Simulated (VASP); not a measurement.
# TiAl30 (a cell with a defect) in VASP: a series of runs

The runs below take TiAl30 (a cell with a defect) through single point, with PBE.

All numbers are computed with VASP 6.6.1; they aren't measurements. Logs are shortened: lines on timing, memory, paths and dates and some standing lists are left out, and cuts for length are marked.

## Step 1: The cell of the first run

The cell holds a defect, 31 atoms: a = 8.100 Å, b = 8.100 Å, c = 8.100 Å, α = 90.00°, β = 90.00°, γ = 90.00°.

## Step 2: Single point, PBE

The input, INCAR:

```
ALGO = Normal ; EDIFF = 1E-6
ENCUT = 520 ; GGA = PE
ISIF = 2 ; ISMEAR = 0
LASPH = T ; LCHARG = F
LREAL = Auto ; LWAVE = F
NBANDS = 72 ; NELM = 100
PREC = Accurate ; SIGMA = 0.15
```

The input, KPOINTS:

```
k-points
0
Gamma
  3 3 3
```

The input, POSCAR:

```
TiAl30
1.0
    8.1000000000      0.0000000000      0.0000000000
    0.0000000000      8.1000000000      0.0000000000
    0.0000000000      0.0000000000      8.1000000000
Ti Al
1 30
Direct
    0.6976149383     -0.1952713580     -0.0000362963
    0.7442458025      0.2318434568      0.0000044444
    0.7507708642      0.0053353086      0.2677897531
   -0.0051528395     -0.0016038272      0.0000235802
    0.2508253086      0.2487608642      0.0000325926
    0.5022409877      0.5061270370      0.0000164198
    0.2518358025      0.0008416049      0.2450703704
    0.4983955556      0.2474698765      0.2447503704
    0.7486811111      0.5068713580      0.2404085185
    0.4947176543      0.0047880247      0.5000169136
    0.7525976543      0.2568670370      0.4999392593
    0.7508751852      0.0055534568      0.7319180247
   -0.0006728395      0.4997054321      0.0000338272
    0.2673862963      0.7555082716      0.0000075309
    0.0013323457      0.2525596296      0.2505891358
    0.2475774074      0.4988732099      0.2494024691
    0.4952517284      0.7499312346      0.2665050617
    0.0080959259     -0.0034792593      0.4999187654
    0.2488569136      0.2515176543      0.5000720988
    0.5024114815      0.4928818519      0.4999141975
    0.7551698765      0.7441624691      0.4999829630
    0.2518435802      0.0007801235      0.7548958025
    0.4984372840      0.2474767901      0.7552146914
    0.7486467901      0.5068227160      0.7595167901
   -0.0078137037      0.7508655556      0.2399570370
   -0.0011454321      0.5015666667      0.5000919753
    0.2441574074      0.7463869136      0.4999546914
    0.0012906173      0.2525324691      0.7495062963
    0.2475654321      0.4989003704      0.7506428395
    0.4949996296      0.7497688889      0.7331711111
   -0.0077972840      0.7509074074      0.7599939506
```

Potentials or basis: VASP PAW PBE potentials, release 64 (Ti_sv, Al).

The run is started by

```sh
$ cat potpaw_PBE.64/Ti_sv/POTCAR potpaw_PBE.64/Al/POTCAR > POTCAR
$ mpirun -np 1 vasp_std > vasp.out
```

OUTCAR:

```text
EDIFF = 1E-6
   ENCUT = 520
   GGA = PE
   ISIF = 2
   ISMEAR = 0
   LASPH = T
   LREAL = Auto
   NELM = 100
   PREC = Accurate

 ion  position               nearest neighbor table
   1  0.698  0.805  1.000-   3 2.74  17 2.75  12 2.75  30 2.75   4 2.87   6 2.89  31 3.11  25 3.11
                             9 3.13  24 3.13
   2  0.744  0.232  0.000-   4 2.77   8 2.81  23 2.81   3 2.84  12 2.84  28 2.91  15 2.91   9 2.96
                            24 2.96   6 2.96  13 3.00
   3  0.751  0.005  0.268-   1 2.74  11 2.77  10 2.80  18 2.81  21 2.83   8 2.84   2 2.84  25 2.85
                            15 2.85  17 2.93   4 2.94
   4  0.995  0.998  0.000-   2 2.77  25 2.79  31 2.79   1 2.87   7 2.88  22 2.88  28 2.89  15 2.89
                             5 2.90   3 2.94  12 2.94  14 2.96
   5  0.251  0.249  0.000-   8 2.82  23 2.82   7 2.82  22 2.82  16 2.86  29 2.86  15 2.86  28 2.86
                            13 2.88   4 2.90   6 2.91
   6  0.502  0.506  0.000-  14 2.77   9 2.79  24 2.79   8 2.88  23 2.88  29 2.89  16 2.89   1 2.89
                             5 2.91  17 2.93  30 2.93   2 2.96
   7  0.252  0.001  0.245-  14 2.81   5 2.82   8 2.82  17 2.84  10 2.85  18 2.86   4 2.88  15 2.88
                            19 2.90  27 2.92  25 2.92
   8  0.498  0.247  0.245-   2 2.81   5 2.82   7 2.82   3 2.84  10 2.85  20 2.87  16 2.88   6 2.88
                            19 2.89  11 2.92   9 2.92
   9  0.749  0.507  0.240-   6 2.79  25 2.79  13 2.81  21 2.85  17 2.85  20 2.90  15 2.90  11 2.92
[... 31 lines left out ...]
  25  0.992  0.751  0.240-   9 2.79   4 2.79  13 2.81   3 2.85  21 2.85  18 2.90  16 2.91  26 2.92
                             7 2.92  27 2.93  14 2.96   1 3.11
  26  0.999  0.502  0.500-  21 2.79  27 2.81  11 2.81  28 2.85  15 2.86  29 2.86  16 2.86  19 2.86
                            31 2.92  25 2.92  24 2.92   9 2.92
  27  0.244  0.746  0.500-  30 2.77  17 2.78  18 2.79  26 2.81  16 2.85  29 2.85  10 2.92  22 2.92
                             7 2.92  20 2.93  25 2.93  31 2.93
  28  0.001  0.253  0.750-  29 2.82  19 2.85  13 2.85  12 2.85  11 2.85  26 2.85   5 2.86  22 2.88
                             4 2.89  18 2.90  24 2.90   2 2.91
  29  0.248  0.499  0.751-  28 2.82  13 2.85  19 2.85  27 2.85  30 2.86  26 2.86   5 2.86  23 2.88
                             6 2.89  20 2.90  14 2.90  31 2.91
  30  0.495  0.750  0.733-   1 2.75  27 2.77  10 2.80  20 2.81  21 2.83  22 2.84  14 2.84  24 2.85
                            29 2.86   6 2.93  12 2.93
  31  0.992  0.751  0.760-   4 2.79  24 2.79  13 2.81  21 2.85  12 2.85  18 2.90  29 2.91  26 2.92
                            22 2.92  27 2.93  14 2.96   1 3.11

  LATTYP: Found a simple cubic cell.
 ALAT       =     8.1000000000

  Lattice vectors:

 A1 = (   8.1000000000,   0.0000000000,   0.0000000000)
 A2 = (   0.0000000000,   8.1000000000,   0.0000000000)
 A3 = (   0.0000000000,   0.0000000000,   8.1000000000)

Analysis of symmetry for initial positions (statically):
=====================================================================
 Subroutine PRICEL returns:
 Original cell was already a primitive cell.

 Routine SETGRP: Setting up the symmetry group for a
 simple cubic supercell.

 Subroutine GETGRP returns: Found  1 space group operations
 (whereof  1 operations were pure point group operations)
 out of a pool of 48 trial point group operations.

The static configuration has the point symmetry C_1 .

Analysis of symmetry for dynamics (positions and initial velocities):
=====================================================================
 Subroutine PRICEL returns:
 Original cell was already a primitive cell.

 Routine SETGRP: Setting up the symmetry group for a
 simple cubic supercell.

 Subroutine GETGRP returns: Found  1 space group operations
 (whereof  1 operations were pure point group operations)
 out of a pool of 48 trial point group operations.

The dynamic configuration has the point symmetry C_1 .

 Subroutine INISYM returns: Found  1 space group operations
 (whereof  1 operations are pure point group operations),
 and found     1 'primitive' translations

----------------------------------------------------------------------------------------

                                     Primitive cell

  volume of cell :     531.4410

  direct lattice vectors                    reciprocal lattice vectors
     8.100000000  0.000000000  0.000000000     0.123456790  0.000000000  0.000000000
     0.000000000  8.100000000  0.000000000     0.000000000  0.123456790  0.000000000
     0.000000000  0.000000000  8.100000000     0.000000000  0.000000000  0.123456790

  length of vectors
     8.100000000  8.100000000  8.100000000     0.123456790  0.123456790  0.123456790
[... 82 lines left out ...]

  Length of vectors
     0.041152263  0.041152263  0.041152263

  Shift w.r.t. Gamma in fractional coordinates (k-lattice)
     0.000000000  0.000000000  0.000000000

 Subroutine IBZKPT returns following result:
 ===========================================

 Found     14 irreducible k-points:

 Following reciprocal coordinates:
            Coordinates               Weight
  0.000000  0.000000  0.000000      1.000000
  0.333333  0.000000  0.000000      2.000000
  0.000000  0.333333  0.000000      2.000000
  0.000000  0.000000  0.333333      2.000000
  0.333333  0.333333  0.000000      2.000000
  0.000000  0.333333  0.333333      2.000000
  0.333333  0.000000  0.333333      2.000000
 -0.333333  0.333333  0.000000      2.000000
 -0.333333  0.000000  0.333333      2.000000
  0.000000 -0.333333  0.333333      2.000000
  0.333333  0.333333  0.333333      2.000000
 -0.333333  0.333333  0.333333      2.000000
 -0.333333 -0.333333  0.333333      2.000000
  0.333333 -0.333333  0.333333      2.000000
   k-points           NKPTS =     14   k-points in BZ     NKDIM =     14   number of bands    NBANDS=     72
   number of dos      NEDOS =    301   number of ions     NIONS =     31
   total plane-waves  NPLWV = 216000
   dimension x,y,z NGX =    60 NGY =   60 NGZ =   60
   dimension x,y,z NGXF=   120 NGYF=  120 NGZF=  120
   ions per type =               1  30
   NGX,Y,Z   is equivalent  to a cutoff of  12.31, 12.31, 12.31 a.u.
   NGXF,Y,Z  is equivalent  to a cutoff of  24.63, 24.63, 24.63 a.u.
 SYSTEM =  unknown system
   PREC   = accura    normal or accurate (medium, high low for compatibility)
   ISTART =      0    job   : 0-new  1-cont  2-samecut
   ICHARG =      2    charge: 1-file 2-atom 10-const
   ISPIN  =      1    spin polarized calculation?
   LNONCOLLINEAR =      F non collinear calculations
   LSORBIT =      F    spin-orbit coupling
   LASPH  =      T    aspherical Exc in radial PAW
   ENCUT  =  520.0 eV  38.22 Ry    6.18 a.u.  15.06 15.06 15.06*2*pi/ulx,y,z
   NELM   =    100;   NELMIN=  2; NELMDL= -5     # of ELM steps
   EDIFF  = 0.1E-05   stopping-criterion for ELM
   LREAL  =      T    real-space projection
   EDIFFG = 0.1E-04   stopping-criterion for IOM
   NSW    =      0    number of steps for IOM
   IBRION =     -1    ionic relax: 0-MD 1-quasi-New 2-CG
   NFREE  =      0    steps in history (QN), initial steepest desc. (CG)
   ISIF   =      2    stress and relaxation
   ISYM   =      2    0-nonsym 1-usesym 2-fastsym
   POTIM  = 0.5000    time-step for ionic-motion
   TEBEG  =    0.0;   TEEND  =   0.0 temperature during run
   PSTRESS=    0.0 pullay stress
   NELECT =     102.0000    total number of electrons
   NUPDOWN=      -1.0000    fix difference up-down
   EMIN   =  10.00;   EMAX   =-10.00  energy-range for DOS
   EFERMI =   0.00;   METHOD = LEGACY
   ISMEAR =     0;   SIGMA  =   0.15  broadening in eV -4-tet -1-fermi 0-gaus
   EFERMI_NEDOS =   21; number of points for ismear=-14 and -15
   IALGO  =     38    algorithm
   IMIX   =      4    mixing-type and parameters
     AMIX     =   0.40;   BMIX     =  1.00
     AMIX_MAG =   1.60;   BMIX_MAG =  1.00
  volume/ion in A,a.u.               =      17.14       115.69
  Fermi-wavevector in a.u.,A,eV,Ry     =   0.944329  1.784523 12.133087  0.891757
  Thomas-Fermi vector in A             =   2.072123
   LORBIT       =      0    0 simple, 1 ext, 2 COOP (PROOUT), +10 PAW based schemes
   GGA     = PE    functional components
   LHFCALC =     F    Hartree Fock is set to
   AEXX    =    0.0000 exact exchange contribution
   IVDW    =     0    specifies the selected vdW correction
   LEPSILON=     F    determine dielectric tensor
   LRPA    =     F    only Hartree local field effects (RPA)
 non-spin polarized calculation
 Gauss-broadening in eV      SIGMA  =   0.15
  energy-cutoff  :      520.00
  volume of cell :      531.44
 maximum number of plane-waves:     14358
   NGX = 31   NGY = 31   NGZ = 31

 number of electron     102.0000000 magnetization

 Free energy of the ion-electron system (eV)
  ---------------------------------------------------
  ext. energy  EPLUGINS =         0.00000000
  ---------------------------------------------------
  free energy    TOTEN  =      -120.07393448 eV

  energy without entropy =     -119.91694501  energy(sigma->0) =     -119.99543974

 E-fermi :   7.5207     XC(G=0): -10.0823

 val. band max:        7.5186999215   @ k =   0.0000   0.0000   0.3333
 cond. band min:       7.5548417225   @ k =  -0.3333  -0.3333   0.3333
 fundamental gap:      0.0361418010
 Fermi energy:         7.5207383005

 k-point     1 :       0.0000    0.0000    0.0000
  band No.  band energies     occupation
      1     -49.6687      2.00000
      2     -26.0305      2.00000
      3     -25.8922      2.00000
      4     -25.8739      2.00000
      5      -3.2666      2.00000
      6      -1.1932      2.00000
[... 913 lines left out ...]
     62       9.1680      0.00000
     63       9.2471      0.00000
 [bands above 63 left out]

------------------------ aborting loop because EDIFF is reached ----------------------------------------

  FORCE on cell =-STRESS in cart. coord.  units (eV):
  Direction    XX          YY          ZZ          XY          YZ          ZX
  --------------------------------------------------------------------------------------
  -------------------------------------------------------------------------------------
  Total       -5.4656667     -5.6561669     -2.0914001     -1.7269424      0.0039707     -0.0030356
  in kB      -16.4777788    -17.0520948     -6.3051099     -5.2063503      0.0119707     -0.0091517
  external PRESSURE =     -13.2783278 kB  Pullay stress =       0.0000000 kB

 VOLUME and BASIS-vectors are now :
 -----------------------------------------------------------------------------
  energy-cutoff  :      520.00
  volume of cell :      531.44
      direct lattice vectors                 reciprocal lattice vectors
     8.100000000  0.000000000  0.000000000     0.123456790  0.000000000  0.000000000
     0.000000000  8.100000000  0.000000000     0.000000000  0.123456790  0.000000000
     0.000000000  0.000000000  8.100000000     0.000000000  0.000000000  0.123456790

 POSITION                                       TOTAL-FORCE (eV/Angst)
 -----------------------------------------------------------------------------------
      5.65068      6.51830      8.09971         0.687651     -0.717322     -0.010688
      6.02839      1.87793      0.00004        -0.021219     -0.006164     -0.000188
      6.08124      0.04322      2.16910        -0.088370     -0.008781     -0.090012
      8.05826      8.08701      0.00019         0.054276      0.048728     -0.001849
      2.03168      2.01496      0.00026         0.011471     -0.012763     -0.002139
      4.06815      4.09963      0.00013        -0.052894     -0.055103     -0.002016
[... 23 lines left out ...]
      4.00950      6.07313      5.93869         0.017629      0.082540      0.092574
      8.03684      6.08235      6.15595        -0.014294      0.035957     -0.006410
 -----------------------------------------------------------------------------------
    total drift:                                0.004925     -0.007112      0.000760

  FREE ENERGIE OF THE ION-ELECTRON SYSTEM (eV)
  ---------------------------------------------------
  free  energy   TOTEN  =      -120.0739344792 eV

  energy  without entropy=     -119.9169450091  energy(sigma->0) =     -119.99543974
```

Wall time 8.5 min (1 thread of AMD EPYC 9R45 (Zen 5), shared host); peak memory 0.63 GiB.

Results:

```
Free energy            : -120.0739 eV
Pressure               : -1.3 GPa
Largest force          : 0.994 eV/Å
Band gap on the k mesh : zero (band 51 reaches 7.76 eV, above the bottom of band 52 at 7.52 eV)
```

Forces in eV/Å, atoms in the order of the input:
```
Ti   0.688 -0.717 -0.011
Al  -0.021 -0.006  0.000
Al  -0.088 -0.009 -0.090
Al   0.054  0.049 -0.002
Al   0.011 -0.013 -0.002
Al  -0.053 -0.055 -0.002
Al  -0.040  0.030  0.034
Al  -0.023  0.052  0.037
Al  -0.031  0.028  0.001
Al  -0.005  0.016 -0.003
Al   0.003 -0.034 -0.003
Al  -0.090 -0.020  0.101
Al  -0.055  0.052 -0.002
Al   0.007  0.019 -0.001
Al  -0.039  0.021 -0.007
Al  -0.025  0.036  0.002
Al   0.003  0.080 -0.079
Al  -0.061 -0.001  0.000
Al  -0.043  0.039 -0.001
Al   0.011  0.045  0.000
Al  -0.019  0.030  0.001
Al  -0.042  0.032 -0.033
Al  -0.024  0.053 -0.036
Al  -0.031  0.031  0.002
Al  -0.013  0.036  0.008
Al  -0.034  0.029 -0.002
Al   0.018  0.004 -0.003
Al  -0.037  0.022  0.006
Al  -0.025  0.033 -0.002
Al   0.018  0.083  0.093
Al  -0.014  0.036 -0.006
```

## Step 3: Single point, PBE

The input, INCAR:

```
SYSTEM = TiAl30
PREC = Accurate ; ENCUT = 520
EDIFF = 1E-7 ; ISMEAR = 0
SIGMA = 0.15 ; LREAL = Auto
LASPH = .True. ; NELM = 80
ALGO = Normal ; ISIF = 2
LWAVE = .False. ; LCHARG = .False.
GGA = PE ; NBANDS = 72
```

The input, KPOINTS:

```
Automatic mesh
0
Gamma
  3 3 3
  0 0 0
```

The input, POSCAR:

```
TiAl30
1.0
    8.1000000000      0.0000000000      0.0000000000
    0.0000000000      8.1000000000      0.0000000000
    0.0000000000      0.0000000000      8.1000000000
Ti Al
1 30
Direct
    0.4946943210      0.0050412346      0.0000183951
    0.7462767901      0.2492854321     -0.0001987654
    0.7469738272     -0.0040544444      0.2461511111
   -0.0084414815     -0.0051520988     -0.0001758025
    0.2472312346      0.2526282716      0.0000437037
    0.5052259259      0.5080267901     -0.0000432099
    0.2498924691      0.0009286420      0.2508228395
    0.4990170370      0.2498539506      0.2508471605
    0.7523874074      0.5013939506      0.2497048148
    0.5002520988     -0.0004872840      0.4999870370
    0.7485682716      0.2485007407      0.4998512346
    0.7467829630     -0.0042245679      0.7535495062
   -0.0032280247      0.5028376543      0.0000832099
    0.2505990123      0.7533809877     -0.0002849383
   -0.0011853086      0.2487261728      0.2498274074
    0.2511339506      0.5009996296      0.2496691358
    0.5040902469      0.7528944444      0.2460244444
   -0.0027276543      0.0002681481      0.5001296296
    0.2498561728      0.2501264198      0.4999104938
    0.4996177778      0.5026732099      0.4999835802
    0.7501124691      0.7497430864      0.4998702469
    0.2500295062      0.0008101235      0.7490192593
    0.4988239506      0.2499397531      0.7490341975
    0.7526008642      0.5011469136      0.7500043210
   -0.0017202469      0.7474529630      0.2495132099
    0.0023004938      0.4975335802      0.4997571605
    0.2513213580      0.7510534568      0.4999718519
   -0.0011493827      0.2488162963      0.7499658025
    0.2510190123      0.5009880247      0.7500238272
    0.5044743210      0.7527506173      0.7539074074
   -0.0018643210      0.7471224691      0.7502528395
```

Potentials or basis: VASP PAW PBE potentials, release 64 (Ti_sv, Al).

The run is started by

```sh
$ cat potpaw_PBE.64/Ti_sv/POTCAR potpaw_PBE.64/Al/POTCAR > POTCAR
$ mpirun -np 1 vasp_std > vasp.out
```

It took 8 min on 1 thread of AMD EPYC 9R45 (Zen 5), shared host; peak memory 0.63 GiB.

The run converged. Its results:

* Free energy: -120.6071 eV
* Pressure: -1.3 GPa
* Largest force: 0.012 eV/Å
* Band gap on the k mesh: zero (band 51 reaches 7.59 eV, above the bottom of band 52 at 7.51 eV)

Forces in eV/Å, atoms in the order of the input:
```
Ti   0.010 -0.002 -0.006
Al   0.002 -0.001  0.002
Al   0.001 -0.006  0.001
Al   0.004 -0.005  0.000
Al  -0.005  0.002 -0.005
Al  -0.001  0.000 -0.002
Al  -0.004  0.003  0.005
Al  -0.010  0.003  0.005
Al   0.008  0.002 -0.001
Al  -0.001 -0.005 -0.003
Al   0.000 -0.006  0.001
Al   0.007  0.003  0.004
Al   0.001  0.002 -0.004
Al  -0.003  0.003  0.005
Al  -0.006 -0.002  0.000
Al   0.002  0.007  0.001
Al   0.001 -0.002  0.002
Al  -0.002 -0.002 -0.004
Al  -0.002 -0.001  0.000
Al  -0.002  0.001 -0.002
Al   0.000  0.002 -0.001
Al  -0.006  0.005 -0.005
Al  -0.006 -0.001 -0.004
Al   0.003  0.002  0.004
Al   0.001 -0.006  0.001
Al   0.005 -0.004  0.001
Al   0.005  0.007  0.000
Al  -0.003 -0.005  0.002
Al   0.004  0.006  0.002
Al  -0.007 -0.003 -0.001
Al   0.002  0.000  0.002
```

Stress tensor (GPa, compression positive):
```
-1.39 -0.11  0.00
-0.11 -1.38  0.00
 0.00  0.00 -1.27
```

Levels at points of the mesh, in eV from the Fermi level:
| k point | band 47 | band 48 | band 49 | band 50 | band 51 | band 52 | band 53 | band 54 | band 55 | band 56 |
| --- | --- | --- | --- | --- | --- | --- | --- | --- | --- | --- |
| (0.00, 0.00, 0.00) | -0.37 | -0.33 | -0.29 | -0.07 | 0.06 | 0.47 | 0.47 | 0.52 | 0.59 | 0.59 |

(Part 1 of 2 ends here.)
